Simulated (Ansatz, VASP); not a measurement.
**Be in VASP and in Ansatz**

```
Be
1.0
     2.26270    0.00000    0.00000
    -1.13135    1.95955    0.00000
     0.00000    0.00000    3.56674
Be
2
Direct
  0.33333 0.66667 0.25000
  0.66667 0.33333 0.75000
```

Alike in both runs: task relaxation of cell and atoms; functional PBE; dispersion D3(BJ); k mesh 21 × 21 × 12; occupations gaussian, width 0.1 eV; no spin polarisation.

```csv
,VASP,Ansatz
version,VASP 6.6.1,Ansatz 0.2.0
potentials or method,"VASP PAW PBE potentials, release 64 (Be), cutoff 600 eV","scalar-relativistic, plane waves, PAW"
valence electrons in the cell,4,4
```

Ansatz gave:

* gap on the k mesh at the Fermi level, each at its own relaxed structure (eV): none
* relaxed volume (Å³/atom): 7.43
* relaxed length of the cell vector where the two differ most in proportion (Å): 3.500

Problem. Estimate VASP's values.

Solution. gap on the k mesh at the Fermi level, each at its own relaxed structure (eV): none; relaxed volume (Å³/atom): 7.44; relaxed length of the cell vector where the two differ most in proportion (Å): 3.502.

A gap of «none» marks a metal or a gap that the smearing closes.
